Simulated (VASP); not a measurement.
# Pt (Fm-3m) in VASP: single point with PBE

Aim: the single point of Pt with PBE.

Everything below comes from runs of VASP 6.6.1. Logs are shortened: lines on timing, memory, paths and dates and some standing lists are left out, and cuts for length are marked.

## (1) The cell of the first run

Symmetry: Fm-3m, No. 225, cubic system. Conventional cell: a = 3.970 Å, b = 3.970 Å, c = 3.970 Å, α = 90.00°, β = 90.00°, γ = 90.00°. Pt (site symmetry m-3m) has 12 Pt at 2.81 Å within 3.7 Å.

## (2) Single point, PBE, non-collinear spin, zero start, spin-orbit coupling

The input, INCAR:

```
PREC = Accurate
ENCUT = 520
EDIFF = 1E-6
ISMEAR = 0
SIGMA = 0.1
LREAL = F
LASPH = T
NELM = 150
ALGO = Normal
ISIF = 2
LWAVE = F
LCHARG = F
LNONCOLLINEAR = T
MAGMOM = 0 0 0
LORBIT = 11
LSORBIT = T
GGA_COMPAT = F
LORBMOM = T
LMAXMIX = 4
GGA = PE
NBANDS = 21
ISYM = -1
KPAR = 4
```

The input, KPOINTS:

```
regular mesh
0
Gamma
  12 5 41
```

The input, POSCAR:

```
Pt
1.0
    2.8072932559      0.0000000000      0.0000000001
    0.0000000000      6.8764360353      0.0000000000
    1.4036466279     -2.2921453451      0.8103957585
Pt
1
Direct
    0.0000000000      0.0000000000      0.0000000000
```

Potentials or basis: VASP PAW PBE potentials, release 64 (Pt).

The run is started by

```
$ cat potpaw_PBE.64/Pt/POTCAR > POTCAR
$ mpirun -np 4 vasp_ncl > vasp.out
```

OUTCAR:

```text
PREC = Accurate
   ENCUT = 520
   EDIFF = 1E-6
   ISMEAR = 0
   LREAL = F
   LASPH = T
   NELM = 150
   ISIF = 2
   LNONCOLLINEAR = T
   LORBIT = 11
   LSORBIT = T
   GGA = PE
   ISYM = -1

 ion  position               nearest neighbor table
   1  0.000  0.000  0.000-

IMPORTANT INFORMATION: All symmetrisations will be switched off!
NOSYMM: (Re-)initialisation of all symmetry stuff for point group C_1.

----------------------------------------------------------------------------------------

                                     Primitive cell

  volume of cell :      15.6440

  direct lattice vectors                    reciprocal lattice vectors
     2.807293256  0.000000000  0.000000000     0.356215012  0.000000000 -0.616982499
     0.000000000  6.876436035  0.000000000    -0.000000000  0.145424170  0.411321666
     1.403646628 -2.292145345  0.810395759    -0.000000000  0.000000000  1.233964997

  length of vectors
     2.807293256  6.876436035  2.807293256     0.712430023  0.436272509  1.233964997

  position of ions in fractional coordinates (direct lattice)
     0.000000000  0.000000000  0.000000000

  ion indices of the primitive-cell ions
   primitive index   ion index
                 1           1

----------------------------------------------------------------------------------------

 KPOINTS: regular mesh

Automatic generation of k-mesh.
 Grid dimensions read from file:
 generate k-points for:   12    5   41

 Generating k-lattice:

  Cartesian coordinates                     Fractional coordinates (reciprocal lattice)
     0.029684584  0.000000000 -0.051415208     0.083333333  0.000000000  0.000000000
    -0.000000000  0.029084834  0.082264333     0.000000000  0.200000000  0.000000000
    -0.000000000  0.000000000  0.030096707     0.000000000  0.000000000  0.024390244

  Length of vectors
     0.059369169  0.087254502  0.030096707

  Shift w.r.t. Gamma in fractional coordinates (k-lattice)
     0.000000000  0.000000000  0.000000000

 -----------------------------------------------------------------------------
|                                                                             |
|           W    W    AA    RRRRR   N    N  II  N    N   GGGG   !!!           |
|           W    W   A  A   R    R  NN   N  II  NN   N  G    G  !!!           |
|           W    W  A    A  R    R  N N  N  II  N N  N  G       !!!           |
|           W WW W  AAAAAA  RRRRR   N  N N  II  N  N N  G  GGG   !            |
|           WW  WW  A    A  R   R   N   NN  II  N   NN  G    G                |
|           W    W  A    A  R    R  N    N  II  N    N   GGGG   !!!           |
|                                                                             |
|     Your reciprocal lattice and k-lattice belong to different lattice       |
|     classes:                                                                |
|                                                                             |
|        The reciprocal lattice is body-centered cubic,                       |
|        whereas your k-lattice is triclinic.                                 |
|                                                                             |
|     Results are often still useful ...                                      |
|                                                                             |
 -----------------------------------------------------------------------------

 Subroutine IBZKPT returns following result:
 ===========================================

 Found   2460 irreducible k-points:

 Following reciprocal coordinates:
            Coordinates               Weight
  0.000000  0.000000  0.000000      1.000000
  0.083333  0.000000  0.000000      1.000000
  0.166667  0.000000  0.000000      1.000000
  0.250000  0.000000  0.000000      1.000000
  0.333333  0.000000  0.000000      1.000000
  0.416667  0.000000  0.000000      1.000000
[... 16 lines left out ...]
 -0.166667  0.200000  0.000000      1.000000
 -0.083333  0.200000 -0.000000      1.000000
 [... further k-points ...]
   k-points           NKPTS =   2460   k-points in BZ     NKDIM =   2460   number of bands    NBANDS=     21
   number of dos      NEDOS =    301   number of ions     NIONS =      1
   total plane-waves  NPLWV =  31104
   dimension x,y,z NGX =    24 NGY =   54 NGZ =   24
   dimension x,y,z NGXF=    48 NGYF=  108 NGZF=   48
   ions per type =               1
   NGX,Y,Z   is equivalent  to a cutoff of  14.21, 13.06, 14.21 a.u.
   NGXF,Y,Z  is equivalent  to a cutoff of  28.43, 26.11, 28.43 a.u.
 SYSTEM =  unknown system
   PREC   = accura    normal or accurate (medium, high low for compatibility)
   ISTART =      0    job   : 0-new  1-cont  2-samecut
   ICHARG =      2    charge: 1-file 2-atom 10-const
   ISPIN  =      1    spin polarized calculation?
   LNONCOLLINEAR =      T non collinear calculations
   LSORBIT =      T    spin-orbit coupling
   LASPH  =      T    aspherical Exc in radial PAW
   ENCUT  =  520.0 eV  38.22 Ry    6.18 a.u.   5.22 12.79  5.22*2*pi/ulx,y,z
   NELM   =    150;   NELMIN=  2; NELMDL= -5     # of ELM steps
   EDIFF  = 0.1E-05   stopping-criterion for ELM
   LREAL  =      F    real-space projection
   EDIFFG = 0.1E-04   stopping-criterion for IOM
   NSW    =      0    number of steps for IOM
   IBRION =     -1    ionic relax: 0-MD 1-quasi-New 2-CG
   NFREE  =      0    steps in history (QN), initial steepest desc. (CG)
   ISIF   =      2    stress and relaxation
   ISYM   =     -1    0-nonsym 1-usesym 2-fastsym
   POTIM  = 0.5000    time-step for ionic-motion
   TEBEG  =    0.0;   TEEND  =   0.0 temperature during run
   PSTRESS=    0.0 pullay stress
   NELECT =      10.0000    total number of electrons
   NUPDOWN=      -1.0000    fix difference up-down
   EMIN   =  10.00;   EMAX   =-10.00  energy-range for DOS
   EFERMI =   0.00;   METHOD = LEGACY
   ISMEAR =     0;   SIGMA  =   0.10  broadening in eV -4-tet -1-fermi 0-gaus
   EFERMI_NEDOS =   21; number of points for ismear=-14 and -15
   IALGO  =     38    algorithm
   IMIX   =      4    mixing-type and parameters
     AMIX     =   0.40;   BMIX     =  1.00
     AMIX_MAG =   1.60;   BMIX_MAG =  1.00
  volume/ion in A,a.u.               =      15.64       105.57
  Fermi-wavevector in a.u.,A,eV,Ry     =   1.410237  2.664961 27.058830  1.988768
  Thomas-Fermi vector in A             =   2.532211
   LORBIT       =     11    0 simple, 1 ext, 2 COOP (PROOUT), +10 PAW based schemes
   GGA     = PE    functional components
   LHFCALC =     F    Hartree Fock is set to
   AEXX    =    0.0000 exact exchange contribution
   IVDW    =     0    specifies the selected vdW correction
   LEPSILON=     F    determine dielectric tensor
   LRPA    =     F    only Hartree local field effects (RPA)
 Gauss-broadening in eV      SIGMA  =   0.10
  energy-cutoff  :      520.00
  volume of cell :       15.64
 maximum number of plane-waves:       888
 NGX is ok and might be reduce to    24
   NGX = 11   NGY = 25   NGZ = 11

 number of electron      10.0000000 magnetization       0.0000000      0.0000000      0.0000000

 number of electron      10.0000000 magnetization      -0.0000003     -0.0000002      0.0000002

 number of electron      10.0000000 magnetization       0.0000022     -0.0000095      0.0000133

 Free energy of the ion-electron system (eV)
  ---------------------------------------------------
  ext. energy  EPLUGINS =         0.00000000
  ---------------------------------------------------
  free energy    TOTEN  =        -6.49822105 eV

  energy without entropy =       -6.48905604  energy(sigma->0) =       -6.49363855

 E-fermi :  10.6248     XC(G=0): -13.2749

 val. band max:       10.6244581747   @ k =   0.3333  -0.4000  -0.2195
 cond. band min:      10.6289034233   @ k =  -0.3333  -0.4000   0.2439
 fundamental gap:      0.0044452486
 Fermi energy:        10.6248026326

 k-point     1 :       0.0000    0.0000    0.0000
  band No.  band energies     occupation
      1       0.7654      1.00000
      2       0.7654      1.00000
      3       6.5370      1.00000
      4       6.5370      1.00000
      5       6.5384      1.00000
      6       6.5384      1.00000
[... 550 lines left out ...]
      5       6.8469      1.00000
      6       6.8469      1.00000
[... 13 lines left out ...]
     20      33.1947      0.00000
     21      33.5425      0.00000

 [... further k-points ...]
[... 5 lines left out ...]
  --------------------------------------------------------------------------------------
  -------------------------------------------------------------------------------------
  Total        0.0252862      0.0175954      0.0417002      0.0051766     -0.0024450     -0.0022294
  in kB        2.5896765      1.8020306      4.2707109      0.5301606     -0.2504077     -0.2283217
  external PRESSURE =       2.8874727 kB  Pullay stress =       0.0000000 kB

 VOLUME and BASIS-vectors are now :
 -----------------------------------------------------------------------------
  energy-cutoff  :      520.00
  volume of cell :       15.64
      direct lattice vectors                 reciprocal lattice vectors
     2.807293256  0.000000000  0.000000000     0.356215012  0.000000000 -0.616982499
     0.000000000  6.876436035  0.000000000    -0.000000000  0.145424170  0.411321666
     1.403646628 -2.292145345  0.810395759    -0.000000000  0.000000000  1.233964997

 POSITION                                       TOTAL-FORCE (eV/Angst)
 -----------------------------------------------------------------------------------
      0.00000      0.00000      0.00000         0.000000      0.000000     -0.000000
 -----------------------------------------------------------------------------------
    total drift:                                0.000000      0.000000     -0.000000

  FREE ENERGIE OF THE ION-ELECTRON SYSTEM (eV)
  ---------------------------------------------------
  free  energy   TOTEN  =        -6.4982210529 eV

  energy  without entropy=       -6.4890560441  energy(sigma->0) =       -6.49363855

 orbital moment (x)

 # of ion     p       d       tot
 ----------------------------------------
  1         0.000   0.000   0.000
 ----------------------------------------
            0.000   0.000   0.000

 orbital moment (y)

 # of ion     p       d       tot
 ----------------------------------------
  1        -0.000  -0.000  -0.000
 ----------------------------------------
           -0.000  -0.000  -0.000

 orbital moment (z)

 # of ion     p       d       tot
 ----------------------------------------
  1         0.000   0.000   0.000
 ----------------------------------------
            0.000   0.000   0.000

 Spin-Orbit-Coupling matrix elements

 Ion:    1  E_soc:     -0.7841744
 l=   1
     0.0000000    -0.0316731    -0.0316885
    -0.0316731     0.0000000    -0.0316766
    -0.0316885    -0.0316766     0.0000000
 l=   2
     0.0000000    -0.0213533     0.0000000    -0.0204460    -0.0786141
    -0.0213533     0.0000000    -0.0597043    -0.0204226    -0.0189109
     0.0000000    -0.0597043     0.0000000    -0.0581800     0.0000000
    -0.0204460    -0.0204226    -0.0581800     0.0000000    -0.0194179
    -0.0786141    -0.0189109     0.0000000    -0.0194179     0.0000000
 l=   3
     0.0000000     0.0000000     0.0000000     0.0000000     0.0000000     0.0000000     0.0000000
     0.0000000     0.0000000     0.0000000     0.0000000     0.0000000     0.0000000     0.0000000
     0.0000000     0.0000000     0.0000000     0.0000000     0.0000000     0.0000000     0.0000000
     0.0000000     0.0000000     0.0000000     0.0000000     0.0000000     0.0000000     0.0000000
     0.0000000     0.0000000     0.0000000     0.0000000     0.0000000     0.0000000     0.0000000
     0.0000000     0.0000000     0.0000000     0.0000000     0.0000000     0.0000000     0.0000000
     0.0000000     0.0000000     0.0000000     0.0000000     0.0000000     0.0000000     0.0000000

 total charge

# of ion       s       p       d       tot
------------------------------------------
    1        0.623   0.585   7.998   9.206

 magnetization (x)

# of ion       s       p       d       tot
------------------------------------------
    1       -0.000  -0.000   0.000   0.000

 magnetization (y)

# of ion       s       p       d       tot
------------------------------------------
    1        0.000   0.000  -0.000  -0.000

 magnetization (z)

# of ion       s       p       d       tot
------------------------------------------
    1       -0.000  -0.000   0.000   0.000
```

Wall time 13 min (4 MPI ranks of Intel Xeon Platinum 8259CL at 2.50GHz (Skylake/Cascade Lake), shared host); peak memory 1.2 GiB.

What came out:

| Quantity | Value |
| --- | --- |
| Free energy | -6.4982 eV |
| Pressure | 0.3 GPa |
| Net moment | 0.00 μB per cell |
| Valence electrons inside the program's atomic spheres | Pt 9.21 |

Moments on the atoms (μB; x, y, z):
```
Pt  0.00 0.00 0.00
```
